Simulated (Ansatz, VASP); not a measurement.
# LiCl: VASP beside Ansatz

INCAR

```
PREC = Accurate
ENCUT = 520
EDIFF = 1E-6
ISMEAR = 0
SIGMA = 0.1
LREAL = F
LASPH = T
NELM = 80
ALGO = Normal
ISIF = 2
LWAVE = F
LCHARG = T
GGA = PE
LELF = T
LVHAR = T
NBANDS = 12
```

File KPOINTS:

```
Automatic mesh
0
Gamma
  4 4 4
```

File POSCAR:

```
LiCl
1.0
    0.0000000000      2.5060224084      2.5060224084
    2.5060224084      0.0000000000      2.5060224084
    2.5060224084      2.5060224084      0.0000000000
Li Cl
1 1
Direct
    0.0000000000      0.0000000000      0.0000000000
    0.5000000000      0.5000000000      0.5000000000
```

Input for Ansatz:

```yaml
crystal:
  lattice:
    - [0.0, 2.5060224084, 2.5060224084]
    - [2.5060224084, 0.0, 2.5060224084]
    - [2.5060224084, 2.5060224084, 0.0]
  atoms:
    - { symbol: Li, position: [0.0, 0.0, 0.0] }
    - { symbol: Cl, position: [0.5, 0.5, 0.5] }
basis:
  ecutwfc: 420
kpoints:
  mp_grid: { grid: [4, 4, 4] }
hamiltonian:
  xc: pbe
scf:
  occupations: { method: gaussian, width: 0.1 }
  mixing: { beta: 0.033, q_tf: 0.61 }
  initial_density: { chi_scale: 0, normalization: atom }
  eigensolver: { kind: davidson }
  max_iter: 85
output:
  forces: true
  stress: true
  eigenvalues: true
```

Alike in both runs: task single point; functional PBE; k mesh 4 × 4 × 4; occupations gaussian, width 0.1 eV; no spin polarisation.

|  | VASP | Ansatz |
| --- | --- | --- |
| version | VASP 6.6.1 | Ansatz 0.2.0 |
| potentials or method | VASP PAW PBE potentials, release 64 (Li_sv, Cl), cutoff 520 eV | scalar-relativistic, plane waves, PAW |
| valence electrons in the cell | 10 | 10 |

|  | VASP | Ansatz | Ansatz less VASP |
| --- | --- | --- | --- |
| gap on the k mesh at the Fermi level (eV) | 6.76 | 6.75 | -0.013 |
| least direct gap on the mesh (eV) | 6.76 | 6.75 | -0.013 |

The k mesh is coarse, so the values compare programs but aren't converged. Noted on VASP's run: the cutoff is short for stress, so the pressure is rough.
